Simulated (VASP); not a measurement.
TaN, 2 atoms in the cell. It takes space group P-6m2 (No. 187, hexagonal). Conventional cell: a = 2.938 Å, b = 2.938 Å, c = 2.883 Å, α = 90.00°, β = 90.00°, γ = 120.00°. Ta (site symmetry -6m2) has 6 N at 2.23 Å and 8 Ta at 2.88 to 2.94 Å within 3.0 Å. N (site symmetry -6m2) has 6 Ta at 2.23 Å and 8 N at 2.88 to 2.94 Å within 3.0 Å. 

* Program: VASP 6.6.1
* Task: single point
* Functional: PBE0
* Potentials or basis: VASP PAW PBE potentials, release 64 (Ta_pv, N)
* Cutoff: 520 eV
* k mesh: 5 × 5 × 5
* Occupations: fermi-dirac, width 0.05 eV
* Spin: no spin polarisation
* Dipole correction: no
* Grid for exact exchange (PRECFOCK): Normal
* Further INCAR settings: ALGO = Normal; EDIFF = 1e-06; NBANDS = 15
* Share of exact exchange: 0.25

Potentials or basis: VASP PAW PBE potentials, release 64 (Ta_pv, N).

Run with:

```sh
$ cat potpaw_PBE.64/Ta_pv/POTCAR potpaw_PBE.64/N/POTCAR > POTCAR
$ cp INCAR.step1 INCAR
$ mpirun -np 1 vasp_std > vasp.out
$ cp INCAR.step2 INCAR
$ mpirun -np 1 vasp_std > vasp.out
```

Hardware: 1 thread of AMD EPYC 9R45 96-Core Processor (Zen 5), on a shared host.

How long does it take, and how much memory?

It took 22 min on 1 thread of AMD EPYC 9R45 96-Core Processor (Zen 5), with other jobs on the host, peak memory 0.12 GiB. Counts: k points 15.
